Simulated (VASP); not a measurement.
# PbSe (Fm-3m) in VASP: further runs, part 2 of 3

VASP 6.6.1. Earlier steps stand in the parts before.

### 3 Single point, PBEsol (27.85 Å³/atom)

This run uses another cell than the first one, of 27.85 Å³/atom.

INCAR reads:

```
ALGO     = Normal         # electronic algorithm
EDIFF    = 1E-6           # SCF threshold, eV
ENCUT    = 520            # plane-wave cutoff, eV
GGA      = PS             # functional
ISIF     = 2              # what is computed and relaxed
ISMEAR   = 0              # smearing method
LASPH    = True           # aspherical terms in the spheres
LCHARG   = True           # write CHGCAR
LELF     = True           # ELF
LREAL    = False          # projectors in reciprocal space
LVHAR    = True         
LWAVE    = False          # write WAVECAR
NBANDS   = 17             # bands
NELM     = 60             # most SCF steps
PREC     = Accurate       # precision mode
SIGMA    = 0.05           # smearing width, eV
```

KPOINTS reads:

```
k-points
0
Gamma
  10 10 10
```

POSCAR reads:

```
PbSe
1.0
    0.0000000000      3.0309917960      3.0309917960
    3.0309917960      0.0000000000      3.0309917960
    3.0309917960      3.0309917960      0.0000000000
Pb Se
1 1
Direct
    0.5000000000      0.5000000000      0.5000000000
    0.0000000000      0.0000000000      0.0000000000
```

Potentials or basis: VASP PAW PBE potentials, release 64 (Pb_d, Se).

The run is started by

```
> cat potpaw_PBE.64/Pb_d/POTCAR potpaw_PBE.64/Se/POTCAR > POTCAR
> mpirun -np 1 vasp_std > vasp.out
```

OUTCAR:

```text
EDIFF = 1E-6
   ENCUT = 520
   GGA = PS
   ISIF = 2
   ISMEAR = 0
   LASPH = True
   LREAL = False
   NELM = 60
   PREC = Accurate

 ion  position               nearest neighbor table
   1  0.500  0.500  0.500-   2 3.03   2 3.03   2 3.03   2 3.03   2 3.03   2 3.03
   2  0.000  0.000  0.000-   1 3.03   1 3.03   1 3.03   1 3.03   1 3.03   1 3.03

  LATTYP: Found a face centered cubic cell.
 ALAT       =     6.0619835920

  Lattice vectors:

 A1 = (   0.0000000000,   3.0309917960,   3.0309917960)
 A2 = (   3.0309917960,   0.0000000000,   3.0309917960)
 A3 = (   3.0309917960,   3.0309917960,   0.0000000000)

Analysis of symmetry for initial positions (statically):
=====================================================================
 Subroutine PRICEL returns:
 Original cell was already a primitive cell.

 Routine SETGRP: Setting up the symmetry group for a
 face centered cubic supercell.

 Subroutine GETGRP returns: Found 48 space group operations
 (whereof 48 operations were pure point group operations)
 out of a pool of 48 trial point group operations.

The static configuration has the point symmetry O_h .

Analysis of symmetry for dynamics (positions and initial velocities):
=====================================================================
 Subroutine PRICEL returns:
 Original cell was already a primitive cell.

 Routine SETGRP: Setting up the symmetry group for a
 face centered cubic supercell.

 Subroutine GETGRP returns: Found 48 space group operations
 (whereof 48 operations were pure point group operations)
 out of a pool of 48 trial point group operations.

The dynamic configuration has the point symmetry O_h .

 Subroutine INISYM returns: Found 48 space group operations
 (whereof 48 operations are pure point group operations),
 and found     1 'primitive' translations

----------------------------------------------------------------------------------------

                                     Primitive cell
[... 109 lines left out ...]
   IMIX   =      4    mixing-type and parameters
     AMIX     =   0.40;   BMIX     =  1.00
     AMIX_MAG =   1.60;   BMIX_MAG =  1.00
  volume/ion in A,a.u.               =      27.85       187.91
  Fermi-wavevector in a.u.,A,eV,Ry     =   1.163653  2.198985 18.423482  1.354088
  Thomas-Fermi vector in A             =   2.300200
   LORBIT       =      0    0 simple, 1 ext, 2 COOP (PROOUT), +10 PAW based schemes
   GGA     = PS    functional components
   LHFCALC =     F    Hartree Fock is set to
   AEXX    =    0.0000 exact exchange contribution
   IVDW    =     0    specifies the selected vdW correction
   LEPSILON=     F    determine dielectric tensor
   LRPA    =     F    only Hartree local field effects (RPA)
 non-spin polarized calculation
 Gauss-broadening in eV      SIGMA  =   0.05
  energy-cutoff  :      520.00
  volume of cell :       55.69
 maximum number of plane-waves:      1524
   NGX = 15   NGY = 15   NGZ = 15

 number of electron      20.0000006 magnetization

 Free energy of the ion-electron system (eV)
  ---------------------------------------------------
  ext. energy  EPLUGINS =         0.00000000
  ---------------------------------------------------
  free energy    TOTEN  =        -8.91233182 eV

  energy without entropy =       -8.91224922  energy(sigma->0) =       -8.91229052

 E-fermi :   5.3552     XC(G=0):  -9.8536

 val. band max:        5.3051120700   @ k =   0.5000   0.0000   0.0000
 cond. band min:       5.4053662984   @ k =   0.5000   0.0000   0.0000
 fundamental gap:      0.1002542284
 Fermi energy:         5.3552391855

 k-point     1 :       0.0000    0.0000    0.0000
  band No.  band energies     occupation
      1     -11.5199      2.00000
      2     -11.5199      2.00000
      3     -11.5199      2.00000
      4     -11.5198      2.00000
      5     -11.5198      2.00000
      6      -8.5821      2.00000
[... 457 lines left out ...]
      4     -11.4815      2.00000
      5     -11.4786      2.00000
      6      -7.4043      2.00000
[... 9 lines left out ...]
     16      16.0163      0.00000
     17      16.7493      0.00000

 [... further k-points ...]

------------------------ aborting loop because EDIFF is reached ----------------------------------------

  FORCE on cell =-STRESS in cart. coord.  units (eV):
  Direction    XX          YY          ZZ          XY          YZ          ZX
  --------------------------------------------------------------------------------------
  -------------------------------------------------------------------------------------
  Total        0.3907292      0.3907292      0.3907292      0.0000000      0.0000000     -0.0000000
  in kB       11.2409271     11.2409271     11.2409271      0.0000000      0.0000000     -0.0000000
  external PRESSURE =      11.2409271 kB  Pullay stress =       0.0000000 kB

 VOLUME and BASIS-vectors are now :
 -----------------------------------------------------------------------------
  energy-cutoff  :      520.00
  volume of cell :       55.69
      direct lattice vectors                 reciprocal lattice vectors
     0.000000000  3.030991796  3.030991796    -0.164962505  0.164962505  0.164962505
     3.030991796  0.000000000  3.030991796     0.164962505 -0.164962505  0.164962505
     3.030991796  3.030991796  0.000000000     0.164962505  0.164962505 -0.164962505

 POSITION                                       TOTAL-FORCE (eV/Angst)
 -----------------------------------------------------------------------------------
      3.03099      3.03099      3.03099         0.000000      0.000000     -0.000000
      0.00000      0.00000      0.00000        -0.000000     -0.000000      0.000000
 -----------------------------------------------------------------------------------
    total drift:                                0.000000     -0.000000      0.000000

  FREE ENERGIE OF THE ION-ELECTRON SYSTEM (eV)
  ---------------------------------------------------
  free  energy   TOTEN  =        -8.9123318213 eV

  energy  without entropy=       -8.9122492214  energy(sigma->0) =       -8.91229052
```

stdout:

```text
POSCAR found type information on POSCAR PbSe
 POSCAR found :  2 types and       2 ions
 scaLAPACK will be used
 -----------------------------------------------------------------------------
|                                                                             |
|                                                                             |
|     You enforced a specific xc type in the INCAR file but a different       |
|     I HOPE YOU KNOW WHAT YOU ARE DOING!                                     |
|                                                                             |
 -----------------------------------------------------------------------------

 LDA part: xc-table for (Slater+PW92), standard interpolation
 POSCAR, INCAR and KPOINTS ok, starting setup
 FFT: planning ... GRIDC
 FFT: planning ... GRID_SOFT
 FFT: planning ... GRID
 WAVECAR not read
 entering main loop
```

It took 90 s on 1 thread of Intel Xeon 8259CL, shared host; peak memory 0.17 GiB.

Results:

```
Free energy            : -8.9123 eV
Pressure               : 1.1 GPa
Band gap on the k mesh : 0.10 eV
```

Levels at points of the mesh, in eV from the valence-band top:
```tsv
k point	band 7	band 8	band 9	band 10	band 11	band 12	band 13	band 14
(0.00, 0.00, 0.00)	-6.31	-2.03	-2.03	-2.03	4.71	4.71	4.71	6.36
(0.50, 0.00, 0.00)	-9.03	-1.60	-1.60	0.00	0.10	1.56	1.56	8.42
(0.50, 0.50, 0.00)	-7.49	-5.30	-3.46	-3.46	3.43	5.67	5.67	6.10
```

Caveat: the PAW data sets were made with another functional, which shifts forces and pressure a little; spin-orbit coupling is left out, which moves the levels of the heavy elements.

### 4 Single point, PBEsol (28.41 Å³/atom)

This run uses another cell than the first one, of 28.41 Å³/atom.

INCAR reads:

```
PREC     = Accurate       # precision mode
ENCUT    = 520            # plane-wave cutoff, eV
EDIFF    = 1E-7           # SCF threshold, eV
ISMEAR   = 0              # smearing method
SIGMA    = 0.05           # smearing width, eV
LREAL    = F              # projectors in reciprocal space
LASPH    = T              # aspherical terms in the spheres
NELM     = 60             # most SCF steps
ALGO     = Normal         # electronic algorithm
ISIF     = 2              # what is computed and relaxed
LWAVE    = F              # write WAVECAR
LCHARG   = F              # write CHGCAR
GGA      = PS             # functional
NBANDS   = 17             # bands
```

KPOINTS reads:

```
regular mesh
0
Gamma
  10 10 10
```

POSCAR reads:

```
PbSe
1.0
    0.0000000000      3.0514720916      3.0514720916
    3.0514720916      0.0000000000      3.0514720916
    3.0514720916      3.0514720916      0.0000000000
Pb Se
1 1
Direct
    0.5000000000      0.5000000000      0.5000000000
    0.0000000000      0.0000000000      0.0000000000
```

The run is started by

```
> cat potpaw_PBE.64/Pb_d/POTCAR potpaw_PBE.64/Se/POTCAR > POTCAR
> mpirun -np 1 vasp_std > vasp.out
```

It took 80 s on 1 thread of Intel Xeon 8259CL, shared host; peak memory 0.17 GiB.

Results (log left out):

```yaml
Free_energy: -8.9167 eV
Pressure: 0.0 GPa
Band_gap_on_the_k_mesh: 0.17 eV
```

Levels at points of the mesh, in eV from the valence-band top:
```
           k point  band 7  band 8  band 9  band 10  band 11  band 12  band 13  band 14
(0.00, 0.00, 0.00)   -6.32   -1.92   -1.92    -1.92     4.69     4.69     4.69     6.42
(0.50, 0.00, 0.00)   -8.89   -1.50   -1.50     0.00     0.17     1.62     1.62     8.42
(0.50, 0.50, 0.00)   -7.43   -5.11   -3.31    -3.31     3.54     5.61     5.61     6.04
```

Caveat: the PAW data sets were made with another functional, which shifts forces and pressure a little; spin-orbit coupling is left out, which moves the levels of the heavy elements. A k mesh can miss the band edges.

(Continued in part 3 of 3.)
